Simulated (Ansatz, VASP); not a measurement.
One calculation of BP, two programs

File INCAR:

```
SYSTEM = BP
PREC     = Accurate       ! precision mode
ENCUT    = 500            ! plane-wave cutoff, eV
EDIFF    = 1E-6           ! SCF threshold, eV
ISMEAR   = 1              ! smearing method
SIGMA    = 0.05           ! smearing width, eV
LREAL    = .False.        ! projectors in reciprocal space
LASPH    = .True.         ! aspherical terms in the spheres
NELM     = 120            ! most SCF steps
ALGO     = Normal         ! electronic algorithm
ISIF     = 2              ! what is computed and relaxed
LWAVE    = .False.        ! write WAVECAR
LCHARG   = .False.        ! write CHGCAR
GGA      = CA             ! functional
NBANDS   = 11             ! bands
GGA_COMPAT= .False.
```

Contents of KPOINTS:

```
regular mesh
0
Gamma
  10 10 10
  0 0 0
```

File POSCAR:

```
BP
1.0
    0.0000000000      2.1021391087      2.1021391087
    2.1021391087      0.0000000000      2.1021391087
    2.1021391087      2.1021391087      0.0000000000
B P
1 1
Direct
    0.0000000000      0.0000000000      0.0000000000
    0.7500000000      0.7500000000      0.7500000000
```

Input for Ansatz:

```yaml
crystal:
  lattice:
    - [0.0, 2.1021391087, 2.1021391087]
    - [2.1021391087, 0.0, 2.1021391087]
    - [2.1021391087, 2.1021391087, 0.0]
  atoms:
    - { symbol: B, position: [0.0, 0.0, 0.0] }
    - { symbol: P, position: [0.75, 0.75, 0.75] }
basis:
  ecutwfc: 420
kpoints:
  mp_grid: { grid: [10, 10, 10] }
hamiltonian:
  xc: lda
scf:
  occupations: { method: methfessel_paxton, width: 0.1 }
  algorithm: density_mixing
output:
  forces: true
  eigenvalues: true
  stress: true
```

Alike in both runs: task single point; functional LDA; k mesh 10 × 10 × 10; no spin polarisation.

```csv
,VASP,Ansatz
version,VASP 6.6.1,Ansatz 0.2.0
potentials or method,"VASP PAW LDA potentials, release 64 (B, P), cutoff 500 eV","scalar-relativistic, plane waves, PAW"
occupations,"methfessel-paxton of order 1, width 0.05 eV","methfessel-paxton of order 1, width 0.1 eV"
valence electrons in the cell,8,8
```

```tsv
	VASP	Ansatz	Ansatz less VASP
gap on the k mesh at the Fermi level (eV)	0.85	0.85	+0.004
```

LDA's correlation is that of Perdew and Zunger in VASP and of Perdew and Wang (1992) in Ansatz.
